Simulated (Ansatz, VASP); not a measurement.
## MoS2: VASP beside Ansatz

INCAR

```
SYSTEM = MoS2
PREC = Accurate ; ENCUT = 520
EDIFF = 1E-6 ; ISMEAR = 1
SIGMA = 0.1 ; LREAL = .FALSE.
LASPH = .TRUE. ; NELM = 60
ALGO = Normal ; ISIF = 2
LWAVE = .FALSE. ; LCHARG = .TRUE.
GGA = PS ; LELF = .TRUE.
LVHAR = .TRUE. ; NBANDS = 20
```

KPOINTS

```
regular mesh
0
G
  11 11 5
  0 0 0
```

Contents of POSCAR:

```
MoS2
1.0
    3.2274645600      0.0000000000      0.0000000000
   -1.6137322800      2.7950663000      0.0000000000
    0.0000000000      0.0000000000      6.3124734200
Mo S
1 2
Direct
    0.0000000000      0.0000000000      0.5000000000
    0.3333333333      0.6666666667      0.2553193200
    0.6666666667      0.3333333333      0.7446806800
```

Input for Ansatz:

```yaml
crystal:
  lattice:
    - [3.22746456, 0.0, 0.0]
    - [-1.61373228, 2.7950663, 0.0]
    - [0.0, 0.0, 6.31247342]
  atoms:
    - { symbol: Mo, position: [0.0, 0.0, 0.5] }
    - { symbol: S, position: [0.3333333333333333, 0.6666666666666666, 0.25531932] }
    - { symbol: S, position: [0.6666666666666666, 0.3333333333333333, 0.74468068] }
basis:
  ecutwfc: 517.016338673772
kpoints:
  mp_grid:
    grid: [11, 11, 5]
hamiltonian:
  xc: pbesol
  pseudopotentials:
    kind: paw
scf:
  occupations:
    method: methfessel_paxton
    width: 0.1
output:
  forces: true
  stress: true
```

Alike in both runs: task single point; functional PBEsol; k mesh 11 × 11 × 5; occupations methfessel-paxton of order 1, width 0.1 eV; no spin polarisation.

```csv
,VASP,Ansatz
version,VASP 6.6.1,Ansatz 0.2.0
potentials or method,"VASP PAW PBE potentials, release 64 (Mo_sv, S), cutoff 520 eV","plane waves, PAW"
valence electrons in the cell,26,26
```

|  | VASP | Ansatz | Ansatz less VASP |
| --- | --- | --- | --- |
| pressure (GPa) | -3.4 | -3.4 | -0.01 |
| traceless stress, the component that is largest in VASP (GPa) | 2.52 | 2.50 | -0.016 |
| rms of the force components (eV/Å) | 0.013 | 0.010 | -0.0029 |

VASP's potentials were made for PBE, not for PBEsol. Atom by atom the forces differ by 0.003 eV/Å (rms over components).
